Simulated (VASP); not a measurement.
# TaSi5B2 (P6/mmm) in VASP: further runs

Runs on TaSi5B2. Level: PBE. Tasks: single point, relaxation of cell and atoms.

All numbers are computed with VASP 6.6.1; they aren't measurements. Logs are shortened: lines on timing, memory, paths and dates and some standing lists are left out, and cuts for length are marked.

## (1) The cell of the first run

Symmetry: P6/mmm, No. 191, hexagonal system. The conventional cell has a = 6.702 Å, b = 6.702 Å, c = 3.862 Å, α = 90.00°, β = 90.00°, γ = 120.00°. Ta (site symmetry 6/mmm) has 18 Si at 3.35 to 4.32 Å and 2 Ta at 3.86 Å and 6 B at 3.87 Å within 4.4 Å. Within 2.6 Å of Si (site symmetry -6m2) lie 2 B at 1.93 Å. Within 2.6 Å of Si (site symmetry mmm) lie 2 B at 1.93 Å. Within 2.6 Å of B (site symmetry -6m2) lie 5 Si at 1.93 Å.

The cell was built from a structure type or drawn by symmetry, and may not be a known phase.

## (2) Single point, PBE

Contents of INCAR:

```
ALGO = Normal
EDIFF = 1E-6
ENCUT = 500
GGA = PE
GGA_COMPAT = False
ISIF = 2
ISMEAR = 0
LASPH = True
LCHARG = False
LREAL = False
LWAVE = False
NBANDS = 28
NELM = 120
PREC = Accurate
SIGMA = 0.2
```

Contents of KPOINTS:

```
k-points
0
Gamma
  4 4 3
```

Contents of POSCAR:

```
TaSi5B2
1.0
    6.7016255284      0.0000000038      0.0000000000
   -3.3508127675      5.8037779524      0.0000000000
    0.0000000000      0.0000000000      3.8615914249
Ta Si B
1 5 2
Direct
    0.0000000000      0.0000000000      0.5000000000
    0.3333333333      0.6666666667      0.0000000000
    0.6666666667      0.3333333333      0.0000000000
    0.5000000000      0.0000000000      0.5000000000
    0.0000000000      0.5000000000      0.5000000000
    0.5000000000      0.5000000000      0.5000000000
    0.3333333333      0.6666666667      0.5000000000
    0.6666666667      0.3333333333      0.5000000000
```

Potentials or basis: VASP PAW PBE potentials, release 64 (Ta_pv, Si, B).

Run with:

```sh
$ cat potpaw_PBE.64/Ta_pv/POTCAR potpaw_PBE.64/Si/POTCAR potpaw_PBE.64/B/POTCAR > POTCAR
$ mpirun -np 1 vasp_std > vasp.out
```

OUTCAR:

```text
EDIFF = 1E-6
   ENCUT = 500
   GGA = PE
   ISIF = 2
   ISMEAR = 0
   LASPH = True
   LREAL = False
   NELM = 120
   PREC = Accurate

 ion  position               nearest neighbor table
   1  0.000  0.000  0.500-   4 3.35   4 3.35   6 3.35   6 3.35   5 3.35   5 3.35
   2  0.333  0.667  0.000-   7 1.93   7 1.93   5 2.73   5 2.73   4 2.73   4 2.73   6 2.73   6 2.73

   3  0.667  0.333  0.000-   8 1.93   8 1.93   5 2.73   5 2.73   4 2.73   4 2.73   6 2.73   6 2.73

   4  0.500  0.000  0.500-   7 1.93   8 1.93   2 2.73   3 2.73   2 2.73   3 2.73   1 3.35   1 3.35

   5  0.000  0.500  0.500-   7 1.93   8 1.93   2 2.73   3 2.73   2 2.73   3 2.73   1 3.35   1 3.35

   6  0.500  0.500  0.500-   7 1.93   8 1.93   2 2.73   3 2.73   2 2.73   3 2.73   1 3.35   1 3.35

   7  0.333  0.667  0.500-   2 1.93   2 1.93   5 1.93   4 1.93   6 1.93
   8  0.667  0.333  0.500-   3 1.93   3 1.93   5 1.93   4 1.93   6 1.93

  LATTYP: Found a hexagonal cell.
 ALAT       =     6.7016255284
 C/A-ratio  =     0.5762171295

  Lattice vectors:

 A1 = (   6.7016255284,   0.0000000038,   0.0000000000)
 A2 = (  -3.3508127675,   5.8037779524,   0.0000000000)
 A3 = (   0.0000000000,   0.0000000000,   3.8615914249)

Analysis of symmetry for initial positions (statically):
=====================================================================
 Subroutine PRICEL returns:
 Original cell was already a primitive cell.

 Routine SETGRP: Setting up the symmetry group for a
 hexagonal supercell.

 Subroutine GETGRP returns: Found 24 space group operations
 (whereof 24 operations were pure point group operations)
 out of a pool of 24 trial point group operations.

The static configuration has the point symmetry D_6h.

Analysis of symmetry for dynamics (positions and initial velocities):
=====================================================================
 Subroutine PRICEL returns:
 Original cell was already a primitive cell.

 Routine SETGRP: Setting up the symmetry group for a
 hexagonal supercell.

 Subroutine GETGRP returns: Found 24 space group operations
 (whereof 24 operations were pure point group operations)
 out of a pool of 24 trial point group operations.

The dynamic configuration has the point symmetry D_6h.

 Subroutine INISYM returns: Found 24 space group operations
 (whereof 24 operations are pure point group operations),
 and found     1 'primitive' translations

----------------------------------------------------------------------------------------

                                     Primitive cell

  volume of cell :     150.1956

  direct lattice vectors                    reciprocal lattice vectors
     6.701625528  0.000000004  0.000000000     0.149217529  0.086150780  0.000000000
    -3.350812767  5.803777952  0.000000000    -0.000000000  0.172301561  0.000000000
     0.000000000  0.000000000  3.861591425     0.000000000  0.000000000  0.258960592

  length of vectors
     6.701625528  6.701625528  3.861591425     0.172301561  0.172301561  0.258960592

  position of ions in fractional coordinates (direct lattice)
     0.000000000  0.000000000  0.500000000
     0.333333333  0.666666667  0.000000000
     0.666666667  0.333333333  0.000000000
     0.500000000  0.000000000  0.500000000
     0.000000000  0.500000000  0.500000000
     0.500000000  0.500000000  0.500000000
     0.333333333  0.666666667  0.500000000
     0.666666667  0.333333333  0.500000000

  ion indices of the primitive-cell ions
   primitive index   ion index
                 1           1
                 2           2
                 3           3
                 4           4
                 5           5
                 6           6
                 7           7
                 8           8

----------------------------------------------------------------------------------------

 KPOINTS: k-points

Automatic generation of k-mesh.
 Grid dimensions read from file:
 generate k-points for:    4    4    3

 Generating k-lattice:

  Cartesian coordinates                     Fractional coordinates (reciprocal lattice)
[... 55 lines left out ...]
      6      -4.1010      2.00000
[... 20 lines left out ...]
     27       7.2240      0.00000
     28       8.2055      0.00000

 k-point     3 :       0.5000    0.0000    0.0000
  band No.  band energies     occupation
      1     -30.5401      2.00000
      2     -30.3548      2.00000
      3     -30.3548      2.00000
      4      -8.2614      2.00000
      5      -7.7649      2.00000
      6      -4.1355      2.00000
[... 20 lines left out ...]
     27       8.0165      0.00000
     28       8.3043      0.00000

 k-point     4 :       0.2500    0.2500    0.0000
  band No.  band energies     occupation
      1     -30.5401      2.00000
      2     -30.3548      2.00000
      3     -30.3548      2.00000
      4      -8.2659      2.00000
      5      -7.7569      2.00000
      6      -4.2101      2.00000
[... 20 lines left out ...]
     27       7.8972      0.00000
     28       7.9389      0.00000

 k-point     5 :       0.0000    0.0000    0.3333
  band No.  band energies     occupation
      1     -30.5605      2.00000
      2     -30.3532      2.00000
      3     -30.3532      2.00000
      4      -7.8596      2.00000
      5      -6.1591      2.00000
      6      -4.3047      2.00000
[... 20 lines left out ...]
     27       8.0386      0.00000
     28       8.0386      0.00000

 k-point     6 :       0.2500    0.0000    0.3333
  band No.  band energies     occupation
      1     -30.5605      2.00000
      2     -30.3532      2.00000
      3     -30.3532      2.00000
      4      -7.7092      2.00000
      5      -6.5134      2.00000
      6      -4.1898      2.00000
[... 20 lines left out ...]
     27       7.8334      0.00000
     28       8.7628      0.00000

 k-point     7 :       0.5000    0.0000    0.3333
  band No.  band energies     occupation
      1     -30.5605      2.00000
      2     -30.3532      2.00000
      3     -30.3532      2.00000
      4      -7.4396      2.00000
      5      -6.9440      2.00000
      6      -3.9884      2.00000
[... 20 lines left out ...]
     27       8.3307      0.00000
     28       8.7636      0.00000

 k-point     8 :       0.2500    0.2500    0.3333
  band No.  band energies     occupation
      1     -30.5605      2.00000
      2     -30.3532      2.00000
      3     -30.3532      2.00000
      4      -7.4444      2.00000
      5      -6.9354      2.00000
      6      -3.9894      2.00000
[... 20 lines left out ...]
     27       7.7459      0.00000
     28       8.3206      0.00000

------------------------ aborting loop because EDIFF is reached ----------------------------------------

  FORCE on cell =-STRESS in cart. coord.  units (eV):
  Direction    XX          YY          ZZ          XY          YZ          ZX
  --------------------------------------------------------------------------------------
  -------------------------------------------------------------------------------------
  Total        0.2353535      0.2353535     -0.1208667     -0.0000000     -0.0000000      0.0000000
  in kB        2.5105797      2.5105797     -1.2893178     -0.0000000     -0.0000000      0.0000000
  external PRESSURE =       1.2439472 kB  Pullay stress =       0.0000000 kB

 VOLUME and BASIS-vectors are now :
 -----------------------------------------------------------------------------
  energy-cutoff  :      500.00
  volume of cell :      150.20
      direct lattice vectors                 reciprocal lattice vectors
     6.701625528  0.000000004  0.000000000     0.149217529  0.086150780  0.000000000
    -3.350812767  5.803777952  0.000000000    -0.000000000  0.172301561  0.000000000
     0.000000000  0.000000000  3.861591425     0.000000000  0.000000000  0.258960592

 POSITION                                       TOTAL-FORCE (eV/Angst)
 -----------------------------------------------------------------------------------
      0.00000      0.00000      1.93080        -0.000000      0.000000      0.000000
     -0.00000      3.86919      0.00000         0.000000     -0.000000      0.000000
      3.35081      1.93459      0.00000        -0.000000      0.000000     -0.000000
      3.35081      0.00000      1.93080        -0.000000      0.000000      0.000000
     -1.67541      2.90189      1.93080        -0.000000      0.000000      0.000000
      1.67541      2.90189      1.93080        -0.000000      0.000000      0.000000
     -0.00000      3.86919      1.93080         0.000000      0.000000      0.000000
      3.35081      1.93459      1.93080        -0.000000     -0.000000     -0.000000
 -----------------------------------------------------------------------------------
    total drift:                               -0.000000     -0.000000      0.000000

  FREE ENERGIE OF THE ION-ELECTRON SYSTEM (eV)
  ---------------------------------------------------
  free  energy   TOTEN  =       -40.3490684068 eV

  energy  without entropy=      -40.1721291770  energy(sigma->0) =      -40.26059879
```

Wall time 39 s (1 thread of AMD EPYC 7R43 (Zen 3), shared host); peak memory 0.22 GiB.

What came out:

* Free energy: -40.3491 eV
* Pressure: 0.1 GPa
* Band gap on the k mesh: zero (an odd number of electrons rules out a gap without spin polarisation)

Caveat: the k points lie up to 0.54 Å⁻¹ apart, too coarse for converged energies and pressures of a metal; spin-orbit coupling is left out, which moves the levels of the heavy elements.

## (3) Single point, PBE

This run uses another cell than the first one, of 17.04 Å³/atom.

Contents of INCAR:

```
SYSTEM = TaSi5B2
  PREC = Accurate
  ENCUT = 500
  EDIFF = 1E-6
  ISMEAR = 0
  SIGMA = 0.2
  LREAL = .FALSE.
  LASPH = .TRUE.
  NELM = 120
  ALGO = Normal
  ISIF = 2
  LWAVE = .FALSE.
  LCHARG = .FALSE.
  GGA = PE
  NBANDS = 28
  GGA_COMPAT = .FALSE.
```

Contents of KPOINTS:

```
regular mesh
0
G
  5 5 2
  0 0 0
```

Contents of POSCAR:

```
TaSi5B2
1.0
    4.4210322963     -0.0000000033      0.0000000000
   -2.2105161453      3.8287262811      0.0000000000
    0.0000000000      0.0000000000      8.0517217683
Ta Si B
1 5 2
Direct
    0.0000000000      0.0000000000      0.0000000000
    0.5000000000      0.0000000000      0.5000000000
    0.0000000000      0.5000000000      0.5000000000
    0.5000000000      0.5000000000      0.5000000000
    0.0000000000      0.0000000000      0.3198056723
    0.0000000000      0.0000000000      0.6801943277
    0.3333333333      0.6666666667      0.0000000000
    0.6666666667      0.3333333333      0.0000000000
```

Potentials or basis: VASP PAW PBE potentials, release 64 (Ta_pv, Si, B).

Run with:

```sh
$ cat potpaw_PBE.64/Ta_pv/POTCAR potpaw_PBE.64/Si/POTCAR potpaw_PBE.64/B/POTCAR > POTCAR
$ mpirun -np 1 vasp_std > vasp.out
```

Run time: 41 s. Hardware: 1 thread of AMD EPYC 7R43 (Zen 3), shared host; peak memory 0.21 GiB.

The run converged. Its results:

- Free energy: -42.7278 eV
- Pressure: 0.2 GPa
- Largest force: 0.025 eV/Å
- Band gap on the k mesh: zero (an odd number of electrons rules out a gap without spin polarisation)

Forces on the atoms (eV/Å):
```
Ta   0.000  0.000  0.000
Si   0.000  0.000  0.000
Si   0.000  0.000  0.000
Si   0.000  0.000  0.000
Si   0.000  0.000 -0.025
Si   0.000  0.000  0.025
B    0.000  0.000  0.000
B    0.000  0.000  0.000
```

Stress tensor (GPa, compression positive):
```
0.31 0.00 0.00
0.00 0.31 0.00
0.00 0.00 0.02
```

Levels at points of the mesh, in eV from the Fermi level:
| k point | band 15 | band 16 | band 17 | band 18 | band 19 | band 20 | band 21 | band 22 | band 23 | band 24 |
| --- | --- | --- | --- | --- | --- | --- | --- | --- | --- | --- |
| (0.00, 0.00, 0.00) | -3.15 | -2.04 | -1.49 | -0.80 | -0.80 | 0.29 | 1.80 | 1.80 | 2.04 | 2.04 |
| (0.00, 0.00, 0.50) | -3.19 | -2.88 | -1.51 | -0.30 | -0.30 | 0.44 | 0.44 | 0.96 | 2.24 | 2.24 |

Caveat: the k points lie up to 0.39 Å⁻¹ apart, too coarse for converged energies and pressures of a metal; spin-orbit coupling is left out, which moves the levels of the heavy elements.

## (4) Single point, PBE

This run uses another cell than the first one, of 17.82 Å³/atom.

Contents of INCAR:

```
SYSTEM = TaSi5B2
PREC = Accurate
ENCUT = 500
EDIFF = 1E-6
ISMEAR = 0
SIGMA = 0.2
LREAL = .FALSE.
LASPH = .TRUE.
NELM = 120
ALGO = Normal
ISIF = 2
LWAVE = .FALSE.
LCHARG = .FALSE.
GGA = PE
NBANDS = 28
GGA_COMPAT = .FALSE.
```

KPOINTS is that of step 3.

Contents of POSCAR:

```
TaSi5B2
1.0
    4.1386084144     -0.0000000028      0.0000000000
   -2.0693042047      3.5841400246      0.0000000000
    0.0000000000      0.0000000000      9.6127693879
Ta Si B
1 5 2
Direct
    0.0000000000      0.0000000000      0.0000000000
    0.0000000000      0.0000000000      0.7431606978
    0.0000000000      0.0000000000      0.2568393022
    0.3333333333      0.6666666667      0.5000000000
    0.6666666667      0.3333333333      0.5000000000
    0.0000000000      0.0000000000      0.5000000000
    0.3333333333      0.6666666667      0.0000000000
    0.6666666667      0.3333333333      0.0000000000
```

Run with:

```sh
$ cat potpaw_PBE.64/Ta_pv/POTCAR potpaw_PBE.64/Si/POTCAR potpaw_PBE.64/B/POTCAR > POTCAR
$ mpirun -np 1 vasp_std > vasp.out
```

Wall time 50 s (1 thread of AMD EPYC 7R43 (Zen 3), shared host); peak memory 0.21 GiB.

It converged, with:

| Property | Result |
| --- | --- |
| Free energy | -42.9877 eV |
| Pressure | 0.3 GPa |
| Largest force | 0.007 eV/Å |
| Band gap on the k mesh | zero (an odd number of electrons rules out a gap without spin polarisation) |

Forces in eV/Å, atoms in the order of the input:
```
Ta   0.000  0.000  0.000
Si   0.000  0.000  0.007
Si   0.000  0.000 -0.007
Si   0.000  0.000  0.000
Si   0.000  0.000  0.000
Si   0.000  0.000  0.000
B    0.000  0.000  0.000
B    0.000  0.000  0.000
```

Stress tensor (GPa, compression positive):
```
0.04 0.00 0.00
0.00 0.04 0.00
0.00 0.00 0.72
```

Levels at points of the mesh, in eV from the Fermi level:
```tsv
k point	band 16	band 17	band 18	band 19	band 20	band 21	band 22	band 23
(0.00, 0.00, 0.00)	-1.22	-0.85	-0.37	-0.16	-0.10	-0.10	1.62	1.73
(0.00, 0.00, 0.50)	-1.21	-0.86	-0.52	0.17	0.17	0.72	0.92	0.92
```

Caveat: spin-orbit coupling is left out, which moves the levels of the heavy elements.

## (5) Relaxation of cell and atoms, PBE

This run uses another cell than the first one, of 14.91 Å³/atom.

Contents of INCAR:

```
ALGO = Normal
EDIFF = 1E-7
EDIFFG = -0.08
ENCUT = 500
GGA = PE
GGA_COMPAT = F
IBRION = 2
ISIF = 3
ISMEAR = 0
LASPH = T
LCHARG = F
LREAL = F
LWAVE = F
NELM = 120
NELMIN = 4
NSW = 36
PREC = Accurate
SIGMA = 0.2
```

Contents of KPOINTS:

```
k-points
0
Gamma
  4 4 3
```

Contents of POSCAR:

```
TaSi5B2
1.0
    5.0486319100      0.0000000000      0.0000000000
   -2.5243159600      4.3722434900      0.0000000000
    0.0000000000      0.0000000000      5.4026427600
Ta Si B
1 5 2
Direct
    0.0000000000      0.0000000000      0.5000000000
    0.3333333300      0.6666666700      0.0000000000
    0.6666666700      0.3333333300      0.0000000000
    0.5000000000      0.0000000000      0.5000000000
    0.0000000000      0.5000000000      0.5000000000
    0.5000000000      0.5000000000      0.5000000000
    0.3333333300      0.6666666700      0.5000000000
    0.6666666700      0.3333333300      0.5000000000
```

Run with:

```sh
$ cat potpaw_PBE.64/Ta_pv/POTCAR potpaw_PBE.64/Si/POTCAR potpaw_PBE.64/B/POTCAR > POTCAR
$ mpirun -np 1 vasp_std > vasp.out
```

It took 14 min on 1 thread of Intel Xeon 8259CL, shared host; peak memory 0.27 GiB.

It converged, with:

```
Free energy                           : -40.2951 eV
Relaxed volume                        : 18.71 Å³/atom
Relaxed cell                          : a = 6.692 Å, b = 6.692 Å, c = 3.859 Å, α = 90.00°, β = 90.00°, γ = 120.00°
Space group after relaxing (to 0.1 Å) : P6/mmm (No. 191)
Energy gained by relaxing             : 2685.3 meV/atom
Ionic steps                           : 18
Pressure after relaxing               : 0.2 GPa
Band gap on the k mesh                : zero (an odd number of electrons rules out a gap without spin polarisation)
```

The path:
```csv
step,energy change (eV),largest force (eV/Å),pressure (GPa),volume (Å³)
1,0.0000,0.0000,83.87,119.26
2,-12.2182,0.0000,-10.79,290.23
3,-19.2940,0.0000,-3.38,192.59
4,-19.3192,0.0000,-2.64,190.29
5,-19.3265,0.0000,-1.87,188.12
6,-19.5150,0.0000,-1.27,181.75
7,-19.6381,0.0000,-0.53,174.57
8,-19.9427,0.0000,0.16,160.13
9,-20.7516,0.0000,13.79,130.96
10,-20.3537,0.0000,0.46,151.78
11,-21.0355,0.0000,4.37,141.39
12,-21.0805,0.0000,8.44,136.18
13,-21.1017,0.0000,6.81,138.09
14,-21.1805,0.0000,7.46,137.54
15,-21.1876,0.0000,7.87,137.25
16,-21.2900,0.0000,6.17,139.54
17,-21.4633,0.0000,1.78,146.55
18,-21.4821,0.0000,0.17,149.65
```

Final structure:
```
CELL_PARAMETERS angstrom
6.69167 0.00000 0.00000
-3.34584 5.79516 0.00000
0.00000 0.00000 3.85900
ATOMIC_POSITIONS crystal
Ta 0.00000 0.00000 0.50000
Si 0.33333 0.66667 0.00000
Si 0.66667 0.33333 0.00000
Si 0.50000 0.00000 0.50000
Si 0.00000 0.50000 0.50000
Si 0.50000 0.50000 0.50000
B 0.33333 0.66667 0.50000
B 0.66667 0.33333 0.50000
```

Levels at points of the mesh, in eV from the Fermi level:
| k point | band 14 | band 15 | band 16 | band 17 | band 18 | band 19 | band 20 | band 21 | band 22 | band 23 |
| --- | --- | --- | --- | --- | --- | --- | --- | --- | --- | --- |
| (0.00, 0.00, 0.00) | -1.39 | -1.02 | -1.02 | -0.87 | 0.29 | 0.29 | 0.43 | 0.43 | 1.27 | 1.27 |
| (0.50, 0.00, 0.00) | -2.11 | -1.68 | -1.49 | -0.89 | -0.49 | -0.26 | 0.08 | 0.76 | 1.14 | 1.22 |

Caveat: the k points lie up to 0.54 Å⁻¹ apart in the final cell, too coarse for converged energies and pressures of a metal; the volume moved by over 15 % at a fixed basis, so the end points are rough; spin-orbit coupling is left out, which moves the levels of the heavy elements.

## (6) Summary

```tsv
task	cell	k mesh	gap on the mesh (eV)	pressure (GPa)	largest force (eV/Å)
single point	a = 6.702, b = 6.702, c = 3.862 Å, angles 90.0, 90.0, 120.0°, 8 atoms, atomic positions A	4 × 4 × 3	none	0.1	-
single point	a = 4.421, b = 4.421, c = 8.052 Å, angles 90.0, 90.0, 120.0°, 8 atoms, atomic positions B	5 × 5 × 2	none	0.2	0.03
single point	a = 4.139, b = 4.139, c = 9.613 Å, angles 90.0, 90.0, 120.0°, 8 atoms, atomic positions C	5 × 5 × 2	none	0.3	0.01
relaxation of cell and atoms	relaxed from a = 5.049, b = 5.049, c = 5.403 Å, angles 90.0, 90.0, 120.0°, 8 atoms, atomic positions A	4 × 4 × 3	none	0.2	-
```

Alike in all rows: level PBE; potentials or basis VASP PAW PBE potentials, release 64 (Ta_pv, Si, B); no spin polarisation; cutoff (eV) 500; smearing gaussian 0.2 eV.

Caveats: some runs use coarse meshes; spin-orbit coupling is left out, which moves the levels of the heavy elements; the volume moved by over 15 % at a fixed basis, so the end points are rough (at least some runs).

Total energies depend on the potentials used, so only differences within one code and one set of settings carry meaning.
